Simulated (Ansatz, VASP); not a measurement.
**One calculation of Mg3ZrN2, two programs**

```
Mg Zr N
1.0
    -2.21955    2.21955    4.50670
     2.21955   -2.21955    4.50670
     2.21955    2.21955   -4.50670
Mg Zr N
3 1 2
Direct
  0.75000 0.25000 0.50000
  0.25000 0.75000 0.50000
  0.50000 0.50000 0.00000
  0.00000 0.00000 0.00000
  0.50000 0.00000 0.50000
  0.00000 0.50000 0.50000
```

Alike in both runs: functional PBE; k mesh 6 × 6 × 6; occupations gaussian, width 0.1 eV; no spin polarisation.

Ansatz relaxed the structure, and its values are those at the end. VASP's run is a single point on that final structure, the one shown.

|  | VASP | Ansatz |
| --- | --- | --- |
| version | VASP 6.6.1 | Ansatz 0.2.0 |
| potentials or method | VASP PAW PBE potentials, release 64 (Mg, Zr_sv, N), cutoff 520 eV | scalar-relativistic, plane waves, PAW |
| valence electrons in the cell | 28 | 52 |

```tsv
	VASP	Ansatz	Ansatz less VASP
gap on the k mesh at the Fermi level (eV)	none	none	-
pressure (GPa)	-0.1	0.1	+0.20
```

A gap of «none» marks a metal or a gap that the smearing closes. VASP's potentials hold 28 valence electrons a cell and Ansatz's 52, so a difference there can come from the potentials and not from the codes.
